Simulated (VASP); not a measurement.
A run of VASP 6.6.1:

File POSCAR:

```
PbSe
1.0
    2.1356069654     -6.0004971362      0.0000000000
    2.1356069654      6.0004971362      0.0000000000
    0.0000000000      0.0000000000      4.4351000921
Pb Se
2 2
Direct
    0.6284543505      0.3715456495      0.7500000000
    0.3715456495      0.6284543505      0.2500000000
    0.8626573897      0.1373426103      0.7500000000
    0.1373426103      0.8626573897      0.2500000000
```

INCAR.step1

```
PREC     = Accurate       # precision mode
ENCUT    = 520            # plane-wave cutoff, eV
ISMEAR   = -1             # smearing method
SIGMA    = 0.03           # smearing width, eV
LREAL    = F              # projectors in reciprocal space
LASPH    = T              # aspherical terms in the spheres
NELM     = 100            # most SCF steps
NBANDS   = 28             # bands
GGA      = PE             # functional
ALGO     = Normal         # electronic algorithm
EDIFF    = 1E-4           # SCF threshold, eV
LWAVE    = T              # write WAVECAR
LCHARG   = F              # write CHGCAR
```

INCAR.step2

```
PREC     = Accurate       # precision mode
ENCUT    = 520            # plane-wave cutoff, eV
EDIFF    = 1E-6           # SCF threshold, eV
ISMEAR   = -1             # smearing method
SIGMA    = 0.03           # smearing width, eV
LREAL    = F              # projectors in reciprocal space
LASPH    = T              # aspherical terms in the spheres
NELM     = 100            # most SCF steps
ALGO     = Normal         # electronic algorithm
ISIF     = 2              # what is computed and relaxed
LWAVE    = F              # write WAVECAR
LCHARG   = F              # write CHGCAR
METAGGA  = R2SCAN         # meta-GGA
LMIXTAU  = T            
LUSE_VDW = T            
IVDW_NL  = 2            
BPARAM   = 11.95        
CPARAM   = 0.0093       
NBANDS   = 28             # bands
ISTART   = 1
```

Contents of KPOINTS:

```
regular mesh
0
Gamma
  6 6 6
```

Potentials or basis: VASP PAW PBE potentials, release 64 (Pb_d, Se).

Launch:

```console
$ cat potpaw_PBE.64/Pb_d/POTCAR potpaw_PBE.64/Se/POTCAR > POTCAR
$ cp INCAR.step1 INCAR
$ mpirun -np 1 vasp_std > vasp.out
$ cp INCAR.step2 INCAR
$ mpirun -np 1 vasp_std > vasp.out
```

Hardware: 1 thread of AMD EPYC 9R45 96-Core Processor (Zen 5) (shared host).

**Question.** Estimate the wall time of this run.

**Answer.** It took 8.7 min on 1 thread of AMD EPYC 9R45 96-Core Processor (Zen 5), with other jobs on the host, peak memory 0.66 GiB. Counts: k points 52.
